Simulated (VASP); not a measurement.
The system is Dy2H.

```
Dy H
1.0
     3.61815    0.00000    0.00000
    -1.80908    3.13341    0.00000
     0.00000    0.00000    6.35320
Dy H
2 1
Cartesian
  0.0000 0.0000 5.0588
  0.0000 0.0000 1.2944
  0.0000 2.0889 3.1766
```

The cell was generated, and may not be a known phase.

```yaml
Program: VASP 6.6.1
Task: relaxation of cell and atoms
Functional: PBE
Potentials_or_basis: VASP PAW PBE potentials, release 64 (Dy_3, H), 4f in core
Cutoff: 500 eV
k_mesh: 6 × 6 × 3
Occupations: gaussian, width 0.2 eV
Spin: no spin polarisation
```

At the start: pressure -2.5 GPa; volume 24.01 Å³/atom.

**Question.** Where does the relaxation end?

**Answer.** Over 7 steps the energy falls by 491.5 meV/atom and the volume is 21.35 Å³/atom (-11.1 %); space group P-6m2 (No. 187, to 0.1 Å) before and after.

The path:
```
step  energy change (eV)  largest force (eV/Å)  pressure (GPa)  volume (Å³)
   1              0.0000                4.0917           -2.51        72.03
   2             -1.3002                1.0644           -2.36        67.92
   3             -1.4171                0.4559           -1.10        66.27
   4             -1.4240                0.3236           -0.67        65.82
   5             -1.4242                0.2861           -0.54        65.68
   6             -1.4631                0.1465           -0.12        64.80
   7             -1.4746                0.0086            0.31        64.06
```

Final structure:
```xyz
3
Lattice="3.3556 0.0000 0.0000 -1.6778 2.9061 0.0000 0.0000 0.0000 6.5691" Properties=species:S:1:pos:R:3 pbc="T T T"
Dy   -1.6778    2.9061    4.8926
Dy    0.0000    0.0000    1.6765
H     0.0000    1.9374    3.2846
```
